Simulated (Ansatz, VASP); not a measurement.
# Two plane-wave programs on As

```
CELL_PARAMETERS angstrom
3.21139 0.00000 0.00000
-1.60569 2.78114 0.00000
0.00000 0.00000 4.89709
ATOMIC_POSITIONS crystal
As 0.33333 0.66667 0.25000
As 0.66667 0.33333 0.75000
```

Alike in both runs: task single point; functional revPBE; k mesh 13 × 13 × 8; occupations fermi-dirac, width 0.1 eV; no spin polarisation.

|  | VASP | Ansatz |
| --- | --- | --- |
| version | VASP 6.6.1 | Ansatz 0.2.0 |
| potentials or method | VASP PAW PBE potentials, release 64 (As), cutoff 520 eV | plane waves (420 eV) with PAW, scalar-relativistic |
| valence electrons in the cell | 10 | 30 |

|  | VASP | Ansatz | Ansatz less VASP |
| --- | --- | --- | --- |
| pressure (GPa) | -6.5 | -6.5 | +0.04 |
| traceless stress, the component that is largest in VASP (GPa) | 0.15 | 0.15 | -0.002 |

VASP's potentials were made for PBE, not for revPBE. VASP's potentials hold 10 valence electrons a cell and Ansatz's 30, so a difference there can come from the potentials and not from the codes.
